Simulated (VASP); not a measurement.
Here is a VASP 6.6.1 calculation.

INCAR

```
PREC     = Accurate       # precision mode
ENCUT    = 520            # plane-wave cutoff, eV
EDIFF    = 1E-7           # SCF threshold, eV
ISMEAR   = 0              # smearing method
SIGMA    = 0.05           # smearing width, eV
LREAL    = False          # projectors in reciprocal space
LASPH    = True           # aspherical terms in the spheres
NELM     = 80             # most SCF steps
ALGO     = Normal         # electronic algorithm
ISIF     = 2              # what is computed and relaxed
LWAVE    = False          # write WAVECAR
LCHARG   = False          # write CHGCAR
NBANDS   = 30             # bands
```

Contents of KPOINTS:

```
regular mesh
0
Gamma
  7 7 2
```

The input POSCAR:

```
N
1.0
   -3.5269202438      0.0000000000      0.0000000000
   -1.7634601219     -3.0544025283      0.0000000000
    0.0000000000      0.0000000000     14.8505029787
N
8
Direct
    0.3333333333      0.3333333333      0.8411310706
    0.3333333333      0.3333333333      0.3815337426
    0.3333333333      0.3333333333      0.7674595776
    0.3333333333      0.3333333333      0.3078622495
    0.6666666667      0.6666666667      0.1517350785
    0.6666666667      0.6666666667      0.6113324066
    0.6666666667      0.6666666667      0.0780635855
    0.6666666667      0.6666666667      0.5376609135
```

Potentials or basis: VASP PAW LDA potentials, release 64 (N).

Launch:

```sh
$ cat potpaw_LDA.64/N/POTCAR > POTCAR
$ mpirun -np 1 vasp_std > vasp.out
```

(1) Estimate the band gap on the k mesh.

(2) What does it give for the largest force?

(3) What does it give for the pressure?

Answers

(1) 6.58 eV, indirect (least direct gap 6.75 eV).

(2) 1.533 eV/Å.

(3) 2.0 GPa.

Caveat: the standard files for N, O and F lose accuracy on very short bonds; forces of over 1 eV/Å act on the atoms, so gaps and moduli don't describe the material at rest.
